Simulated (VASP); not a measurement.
# Si2Mo (P6_222) in VASP: notebook, part 2 of 2

VASP 6.6.1. The steps go on from the part before.

### Step 6. Single point, PBEsol+U

This run uses another cell than the first one, of 13.21 Å³/atom.

INCAR

```
SYSTEM = Si2Mo
ALGO = Normal ; EDIFF = 1E-6
ENCUT = 500 ; GGA = PS
GGA_COMPAT = .False. ; ISIF = 2
ISMEAR = -1 ; LASPH = .True.
LCHARG = .False. ; LDAU = .True.
LDAUJ = 0 0 ; LDAUL = 2 -1
LDAUPRINT = 1 ; LDAUTYPE = 2
LDAUU = 1 0 ; LMAXMIX = 4
LREAL = .False. ; LWAVE = .False.
NBANDS = 43 ; NELM = 200
PREC = Accurate ; SIGMA = 0.05
```

KPOINTS

```
k-points
0
Gamma
  7 7 4
  0 0 0
```

POSCAR

```
Si2Mo
1.0
    4.5728695582      0.0000000000      0.0000000000
   -2.2864347791      3.9602212056      0.0000000000
    0.0000000000      0.0000000000      6.5625981163
Mo Si
3 6
Direct
    0.5000000000      0.5000000000      0.8333333333
    0.0000000000      0.5000000000      0.1666666667
    0.5000000000      0.0000000000      0.5000000000
    0.1641387243      0.3282774485      0.5000000000
    0.6717225515      0.8358612757      0.1666666667
    0.8358612757      0.1641387243      0.8333333333
    0.8358612757      0.6717225515      0.5000000000
    0.3282774485      0.1641387243      0.1666666667
    0.1641387243      0.8358612757      0.8333333333
```

Potentials or basis: VASP PAW PBE potentials, release 64 (Mo_sv, Si).

The run is started by

```bash
> cat potpaw_PBE.64/Mo_sv/POTCAR potpaw_PBE.64/Si/POTCAR > POTCAR
> mpirun -np 1 vasp_std > vasp.out
```

OUTCAR:

```text
SYSTEM = Si2Mo
   EDIFF = 1E-6
   ENCUT = 500
   GGA = PS
   ISIF = 2
   ISMEAR = -1
   LASPH = .True.
   LREAL = .False.
   NELM = 200
   PREC = Accurate

 ion  position               nearest neighbor table
   1  0.500  0.500  0.833-   4 2.56   7 2.56   5 2.56   8 2.56   9 2.63   6 2.63   9 2.63   6 2.63
                             6 2.66   9 2.66   3 3.16   3 3.16   2 3.16   2 3.16
   2  0.000  0.500  0.167-   4 2.56   7 2.56   6 2.56   9 2.56   8 2.63   5 2.63   8 2.63   5 2.63
                             5 2.66   8 2.66   3 3.16   3 3.16   1 3.16   1 3.16
   3  0.500  0.000  0.500-   6 2.56   9 2.56   8 2.56   5 2.56   4 2.63   7 2.63   4 2.63   7 2.63
[... 1435 lines left out ...]
  external PRESSURE =      12.2149448 kB  Pullay stress =       0.0000000 kB

 VOLUME and BASIS-vectors are now :
 -----------------------------------------------------------------------------
  energy-cutoff  :      500.00
  volume of cell :      118.85
      direct lattice vectors                 reciprocal lattice vectors
     4.572869558  0.000000000  0.000000000     0.218681068  0.126255574  0.000000000
    -2.286434779  3.960221206  0.000000000     0.000000000  0.252511147  0.000000000
     0.000000000  0.000000000  6.562598116     0.000000000  0.000000000  0.152378674

 POSITION                                       TOTAL-FORCE (eV/Angst)
 -----------------------------------------------------------------------------------
      1.14322      1.98011      5.46883         0.000000      0.000000      0.000000
     -1.14322      1.98011      1.09377         0.000000      0.000000      0.000000
      2.28643      0.00000      3.28130         0.000000      0.000000     -0.000000
      0.00000      1.30005      3.28130         0.000000     -0.014645     -0.000000
      1.16056      3.31020      1.09377         0.012683      0.007323     -0.000000
      3.44699      0.65003      5.46883         0.012683     -0.007323     -0.000000
      2.28643      2.66017      3.28130         0.000000      0.014645     -0.000000
      1.12588      0.65003      1.09377        -0.012683     -0.007323      0.000000
     -1.16056      3.31020      5.46883        -0.012683      0.007323     -0.000000
 -----------------------------------------------------------------------------------
    total drift:                                0.000000     -0.000000      0.000001

  FREE ENERGIE OF THE ION-ELECTRON SYSTEM (eV)
  ---------------------------------------------------
  free  energy   TOTEN  =       -71.3505691707 eV

  energy  without entropy=      -71.3494084950  energy(sigma->0) =      -71.34998883
```

stdout:

```text
POSCAR found type information on POSCAR MoSi
 POSCAR found :  2 types and       9 ions
 scaLAPACK will be used
 -----------------------------------------------------------------------------
|                                                                             |
|                                                                             |
|     You enforced a specific xc type in the INCAR file but a different       |
|     I HOPE YOU KNOW WHAT YOU ARE DOING!                                     |
|                                                                             |
 -----------------------------------------------------------------------------

 LDA part: xc-table for (Slater+PW92), standard interpolation
 POSCAR, INCAR and KPOINTS ok, starting setup
 FFT: planning ... GRIDC
 FFT: planning ... GRID_SOFT
 FFT: planning ... GRID
 WAVECAR not read
 entering main loop
```

Run time: 3.5 min. Hardware: 1 thread of Intel Xeon 8259CL, shared host; peak memory 0.28 GiB.

Results:

- Free energy: -71.3506 eV
- Pressure: 1.2 GPa
- Largest force: 0.015 eV/Å
- Band gap on the k mesh: 0.32 eV (least direct gap 0.70 eV)

Forces in eV/Å, atoms in the order of the input:
```
Mo   0.000  0.000  0.000
Mo   0.000  0.000  0.000
Mo   0.000  0.000  0.000
Si   0.000 -0.015  0.000
Si   0.013  0.007  0.000
Si   0.013 -0.007  0.000
Si   0.000  0.015  0.000
Si  -0.013 -0.007  0.000
Si  -0.013  0.007  0.000
```

Eigenvalues of the final occupation matrices:
| site | spin | trace | eigenvalues |
| --- | --- | --- | --- |
| site 1 d | 1 | 2.15 | 0.35 0.40 0.44 0.45 0.51 |
| site 1 d | 2 | 2.15 | 0.35 0.40 0.44 0.45 0.51 |
| site 2 d | 1 | 2.15 | 0.35 0.40 0.44 0.45 0.51 |
| site 2 d | 2 | 2.15 | 0.35 0.40 0.44 0.45 0.51 |
| site 3 d | 1 | 2.15 | 0.35 0.40 0.44 0.45 0.51 |
| site 3 d | 2 | 2.15 | 0.35 0.40 0.44 0.45 0.51 |

Caveat: the PAW data sets were made with another functional, which shifts forces and pressure a little; an odd mesh through Γ misses points on the zone boundary, where band edges can lie; the U is typed as a test and isn't derived for this compound.

### Step 7. Overview

```tsv
U	cell	k mesh	cutoff (eV)	gap on the mesh (eV)	pressure (GPa)	largest force (eV/Å)
Mo d U = 8.0 eV	a = 4.567, b = 4.567, c = 6.552 Å, angles 90.0, 90.0, 120.0°, 9 atoms	5 × 5 × 3	520	1.27	7.2	0.09
Mo d U = 8.0 eV	a = 4.567, b = 4.567, c = 6.554 Å, angles 90.0, 90.0, 120.0°, 9 atoms	7 × 7 × 4	500	1.07	7.2	0.09
Mo d U = 2.0 eV	a = 4.571, b = 4.571, c = 6.559 Å, angles 90.0, 90.0, 120.0°, 9 atoms	7 × 7 × 4	500	0.40	2.1	0.03
Mo d U = 3.0 eV	a = 4.570, b = 4.570, c = 6.556 Å, angles 90.0, 90.0, 120.0°, 9 atoms	7 × 7 × 4	500	0.48	3.0	0.04
Mo d U = 1.0 eV	a = 4.573, b = 4.573, c = 6.563 Å, angles 90.0, 90.0, 120.0°, 9 atoms	7 × 7 × 4	500	0.32	1.2	0.01
```

Alike in all rows: task single point; level PBEsol+U; potentials or basis VASP PAW PBE potentials, release 64 (Mo_sv, Si); no spin polarisation; smearing fermi-dirac 0.05 eV.

Caveats: the PAW data sets were made with another functional, which shifts forces and pressure a little; an odd mesh through Γ misses points on the zone boundary, where band edges can lie; the U is typed as a test and isn't derived for this compound; the cell stands under pressure (at least some runs).

Total energies depend on the potentials used, so only differences within one code and one set of settings carry meaning.
